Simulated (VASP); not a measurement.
# Te2Mo (P6_3/mmc) in VASP: single point with PBE

Aim: the single point of Te2Mo with PBE.

Everything below comes from runs of VASP 6.6.1. Logs are shortened: lines on timing, memory, paths and dates and some standing lists are left out, and cuts for length are marked.

### 1 The cell of the first run

Symmetry: P6_3/mmc, No. 194, hexagonal system. Conventional cell: a = 3.557 Å, b = 3.557 Å, c = 15.340 Å, α = 90.00°, β = 90.00°, γ = 120.00°. Within 3.7 Å of Te (site symmetry 3m) lie 3 Mo at 2.74 Å and 7 Te at 3.56 to 3.62 Å. Mo (site symmetry -6m2) has 6 Te at 2.74 Å and 6 Mo at 3.56 Å within 3.6 Å.

### 2 Single point, PBE, collinear spin

POSCAR reads:

```
Te2Mo
1.0
    3.5565664135      0.0000000000      0.0000000000
   -1.7782832068      3.0800768643      0.0000000000
    0.0000000000      0.0000000000     15.3398765745
Te Mo
4 2
Direct
    0.3333333333      0.6666666667      0.6321297193
    0.6666666667      0.3333333333      0.1321297193
    0.3333333333      0.6666666667      0.8678702807
    0.6666666667      0.3333333333      0.3678702807
    0.3333333333      0.6666666667      0.2500000000
    0.6666666667      0.3333333333      0.7500000000
```

INCAR.step1 reads:

```
SYSTEM = Te2Mo
  ALGO = Normal
  EDIFF = 1E-6
  ENCUT = 520
  GGA = PE
  ISIF = 2
  ISMEAR = 0
  ISPIN = 2
  LASPH = .True.
  LCHARG = .True.
  LMAXMIX = 4
  LREAL = .False.
  LWAVE = .False.
  MAGMOM = 0 0 0 0 0.05 0.05
  NBANDS = 39
  NELM = 150
  PREC = Accurate
  SIGMA = 0.05
```

KPOINTS.step1 reads:

```
k-points
0
Gamma
  10 10 2
  0 0 0
```

INCAR.step2 reads:

```
SYSTEM = Te2Mo
  ALGO = Normal
  EDIFF = 1E-6
  ENCUT = 520
  GGA = PE
  ICHARG = 11
  ISIF = 2
  ISMEAR = -5
  ISPIN = 2
  LASPH = .True.
  LCHARG = .False.
  LMAXMIX = 4
  LORBIT = 11
  LREAL = .False.
  LWAVE = .False.
  MAGMOM = 0 0 0 0 0.05 0.05
  NBANDS = 39
  NEDOS = 1001
  NELM = 150
  PREC = Accurate
  SIGMA = 0.05
```

KPOINTS.step2 reads:

```
k-points
0
Gamma
  15 15 3
  0 0 0
```

Potentials or basis: VASP PAW PBE potentials, release 64 (Te, Mo_sv).

Command:

```sh
cat potpaw_PBE.64/Te/POTCAR potpaw_PBE.64/Mo_sv/POTCAR > POTCAR
cp INCAR.step1 INCAR
cp KPOINTS.step1 KPOINTS
mpirun -np 1 vasp_std > vasp.out
cp INCAR.step2 INCAR
cp KPOINTS.step2 KPOINTS
mpirun -np 1 vasp_std > vasp.out
```

OUTCAR:

```text
SYSTEM = Te2Mo
   EDIFF = 1E-6
   ENCUT = 520
   GGA = PE
   ICHARG = 11
   ISIF = 2
   ISMEAR = -5
   ISPIN = 2
   LASPH = .True.
   LORBIT = 11
   LREAL = .False.
   NELM = 150
   PREC = Accurate

 ion  position               nearest neighbor table
   1  0.333  0.667  0.632-   6 2.74   6 2.74   6 2.74   3 3.62
   2  0.667  0.333  0.132-   5 2.74   5 2.74   5 2.74   4 3.62
   3  0.333  0.667  0.868-   6 2.74   6 2.74   6 2.74   1 3.62
   4  0.667  0.333  0.368-   5 2.74   5 2.74   5 2.74   2 3.62
   5  0.333  0.667  0.250-   2 2.74   4 2.74   2 2.74   4 2.74   2 2.74   4 2.74
   6  0.667  0.333  0.750-   1 2.74   3 2.74   1 2.74   3 2.74   1 2.74   3 2.74

  LATTYP: Found a hexagonal cell.
 ALAT       =     3.5565664135
 C/A-ratio  =     4.3131140519

  Lattice vectors:

 A1 = (   3.5565664135,   0.0000000000,   0.0000000000)
 A2 = (  -1.7782832068,   3.0800768643,   0.0000000000)
 A3 = (   0.0000000000,   0.0000000000,  15.3398765745)

Analysis of symmetry for initial positions (statically):
=====================================================================
 Subroutine PRICEL returns:
 Original cell was already a primitive cell.

 Routine SETGRP: Setting up the symmetry group for a
 hexagonal supercell.

 Subroutine GETGRP returns: Found 24 space group operations
 (whereof 12 operations were pure point group operations)
 out of a pool of 24 trial point group operations.

The static configuration has the point symmetry D_3d.
 The point group associated with its full space group is D_6h.

Analysis of symmetry for dynamics (positions and initial velocities):
=====================================================================
 Subroutine PRICEL returns:
 Original cell was already a primitive cell.

 Routine SETGRP: Setting up the symmetry group for a
 hexagonal supercell.

 Subroutine GETGRP returns: Found 24 space group operations
 (whereof 12 operations were pure point group operations)
 out of a pool of 24 trial point group operations.

The dynamic configuration has the point symmetry D_3d.
 The point group associated with its full space group is D_6h.

Analysis of structural, dynamic, and magnetic symmetry:
=====================================================================
 Subroutine PRICEL returns:
 Original cell was already a primitive cell.

 Routine SETGRP: Setting up the symmetry group for a
 hexagonal supercell.

 Subroutine GETGRP returns: Found 24 space group operations
 (whereof 12 operations were pure point group operations)
 out of a pool of 24 trial point group operations.
[... 146 lines left out ...]
  volume of cell :      168.04
 maximum number of plane-waves:      4587
 NGX is ok and might be reduce to    28

 number of electron      52.0000000 magnetization       0.0002009

 Free energy of the ion-electron system (eV)
  ---------------------------------------------------
  ext. energy  EPLUGINS =         0.00000000
  ---------------------------------------------------
  free energy    TOTEN  =       -36.07548625 eV

  energy without entropy =      -36.07548625  energy(sigma->0) =      -36.07548625

 E-fermi :   6.6750     XC(G=0):  -9.7250

 val. band max:        6.6259661707   @ k =   0.3333   0.3333   0.0000
 cond. band min:       7.6010689885   @ k =   0.2000   0.2000   0.0000
 fundamental gap:      0.9751028178
 Fermi energy:         6.6749919140

 spin component 1

 k-point     1 :       0.0000    0.0000    0.0000
  band No.  band energies     occupation
      1     -54.1051      1.00000
      2     -54.1051      1.00000
      3     -28.2499      1.00000
      4     -28.2499      1.00000
      5     -28.1477      1.00000
      6     -28.1477      1.00000
[... 973 lines left out ...]
     37      12.6104      0.00000
     38      13.2132      0.00000

 [... further k-points ...]

 spin component 2

 k-point     1 :       0.0000    0.0000    0.0000
  band No.  band energies     occupation
      1     -54.1051      1.00000
      2     -54.1051      1.00000
      3     -28.2499      1.00000
      4     -28.2499      1.00000
      5     -28.1477      1.00000
      6     -28.1477      1.00000
[... 973 lines left out ...]
     37      12.6105      0.00000
     38      13.2133      0.00000

 [... further k-points ...]

 [bands above 38 left out]

------------------------ aborting loop because EDIFF is reached ----------------------------------------

  FORCE on cell =-STRESS in cart. coord.  units (eV):
  Direction    XX          YY          ZZ          XY          YZ          ZX
  --------------------------------------------------------------------------------------
  -------------------------------------------------------------------------------------
  Total       -0.0122300     -0.0122300      0.0818835      0.0000000      0.0000000      0.0000000
  in kB       -0.1166063     -0.1166063      0.7807149      0.0000000      0.0000000      0.0000000
  external PRESSURE =       0.1825008 kB  Pullay stress =       0.0000000 kB

 VOLUME and BASIS-vectors are now :
 -----------------------------------------------------------------------------
  energy-cutoff  :      520.00
  volume of cell :      168.04
      direct lattice vectors                 reciprocal lattice vectors
     3.556566414  0.000000000  0.000000000     0.281170062  0.162333611  0.000000000
    -1.778283207  3.080076864  0.000000000     0.000000000  0.324667222  0.000000000
     0.000000000  0.000000000 15.339876574     0.000000000  0.000000000  0.065189573

 POSITION                                       TOTAL-FORCE (eV/Angst)
 -----------------------------------------------------------------------------------
     -0.00000      2.05338      9.69679         0.000000     -0.000000     -0.012718
      1.77828      1.02669      2.02685         0.000000     -0.000000     -0.012718
     -0.00000      2.05338     13.31302         0.000000     -0.000000      0.012718
      1.77828      1.02669      5.64308         0.000000     -0.000000      0.012718
     -0.00000      2.05338      3.83497        -0.000000      0.000000      0.000000
      1.77828      1.02669     11.50491         0.000000      0.000000      0.000000
 -----------------------------------------------------------------------------------
    total drift:                                0.000000     -0.000000      0.000000

  FREE ENERGIE OF THE ION-ELECTRON SYSTEM (eV)
  ---------------------------------------------------
  free  energy   TOTEN  =       -36.0754862502 eV

  energy  without entropy=      -36.0754862502  energy(sigma->0) =      -36.07548625

 total charge

# of ion       s       p       d       tot
------------------------------------------
    1        1.384   1.971   0.059   3.414
    2        1.384   1.971   0.059   3.414
    3        1.384   1.971   0.059   3.414
    4        1.384   1.971   0.059   3.414
    5        2.250   6.140   3.956  12.346
    6        2.250   6.140   3.956  12.346
--------------------------------------------------
tot         10.037  20.163   8.147  38.348

 magnetization (x)

# of ion       s       p       d       tot
------------------------------------------
    1        0.000   0.000   0.000   0.000
    2        0.000   0.000   0.000   0.000
    3        0.000   0.000   0.000   0.000
    4        0.000   0.000   0.000   0.000
    5       -0.000  -0.000  -0.000  -0.000
    6       -0.000  -0.000  -0.000  -0.000
--------------------------------------------------
tot          0.000   0.000  -0.000  -0.000
```

OUTCAR.step1:

```text
SYSTEM = Te2Mo
   EDIFF = 1E-6
   ENCUT = 520
   GGA = PE
   ISIF = 2
[... 2233 lines left out ...]
     -0.00000      2.05338     13.31302         0.000000      0.000000      0.012479
      1.77828      1.02669      5.64308         0.000000     -0.000000      0.012479
     -0.00000      2.05338      3.83497        -0.000000     -0.000000      0.000000
      1.77828      1.02669     11.50491        -0.000000      0.000000      0.000000
 -----------------------------------------------------------------------------------
    total drift:                                0.000000     -0.000000      0.000000

  FREE ENERGIE OF THE ION-ELECTRON SYSTEM (eV)
  ---------------------------------------------------
  free  energy   TOTEN  =       -36.0755003484 eV

  energy  without entropy=      -36.0755003484  energy(sigma->0) =      -36.07550035
```

Wall time 23 min (1 thread of Oxide Virtual Turin-like, shared host); peak memory 0.64 GiB.

Results:

```yaml
Net_moment: 0.00 μB per cell
Valence_electrons_inside_the_program's_atomic_spheres: Te 3.41; Mo 12.35
```

Caveat: spin-orbit coupling is left out, which moves the levels of the heavy elements; this functional lacks dispersion, which binds the layers, so the pressure and a relaxed spacing across them are unreliable.
